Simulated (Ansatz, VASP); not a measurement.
## One calculation of BN, two programs

```
B N
1.0
     2.54395    0.00000    0.00000
    -1.27197    2.20313    0.00000
     0.00000    0.00000    4.20782
B N
2 2
Cartesian
  0.0000 1.4688 0.0009
  1.2720 0.7344 2.1048
  0.0000 1.4688 1.5771
  1.2720 0.7344 3.6810
```

Alike in both runs: task single point; functional PBE; k mesh 12 × 12 × 6; no spin polarisation.

```csv
,VASP,Ansatz
version,VASP 6.6.1,Ansatz 0.2.0
potentials or method,"VASP PAW PBE potentials, release 64 (B, N)","plane waves, PAW"
plane-wave cutoff (eV),520,420
occupations,"gaussian, width 0.01 eV",fixed
valence electrons in the cell,16,16
```

Ansatz gave:

| Quantity | Value |
| --- | --- |
| gap on the k mesh at the Fermi level (eV) | 5.21 |
| pressure (GPa) | 4.7 |
| traceless stress, the component that is largest in VASP (GPa) | -0.07 |
| rms of the force components (eV/Å) | 0.004 |

Which values does VASP return?

gap on the k mesh at the Fermi level (eV): 5.19; pressure (GPa): 4.9; traceless stress, the component that is largest in VASP (GPa): -0.11; rms of the force components (eV/Å): 0.005.

Atom by atom the forces differ by 0.001 eV/Å (rms over components).
